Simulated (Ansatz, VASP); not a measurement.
# AlN in VASP and in Ansatz

```
Al N
1.0
     3.03716    0.00000    0.00000
    -1.51858    2.63026    0.00000
     0.00000    0.00000    4.86121
Al N
2 2
Direct
  0.33976 0.67953 0.00152
  0.66024 0.32047 0.50152
  0.32760 0.65519 0.38348
  0.67240 0.34481 0.88348
```

Change from the starting cell: mode 5 frozen in at +0.034 Å, equal normal strain along x, y and z -0.0167.

Alike in both runs: task single point; functional LDA; k mesh 9 × 9 × 6; occupations gaussian, width 0.05 eV; no spin polarisation.

|  | VASP | Ansatz |
| --- | --- | --- |
| version | VASP 6.6.1 | Ansatz 0.2.0 |
| potentials or method | VASP PAW LDA potentials, release 64 (Al, N), cutoff 520 eV | scalar-relativistic, plane waves, PAW |
| valence electrons in the cell | 16 | 16 |

```tsv
	VASP	Ansatz	Ansatz less VASP
gap on the k mesh at the Fermi level (eV)	4.87	4.86	-0.006
least direct gap on the mesh (eV)	4.87	4.86	-0.006
pressure (GPa)	12.5	11.7	-0.79
traceless stress, the component that is largest in VASP (GPa)	-0.57	-0.53	+0.036
rms of the force components (eV/Å)	0.089	0.089	+0.0001
```

LDA's correlation is that of Perdew and Zunger in VASP and of Perdew and Wang (1992) in Ansatz. Atom by atom the forces differ by 0.001 eV/Å (rms over components).
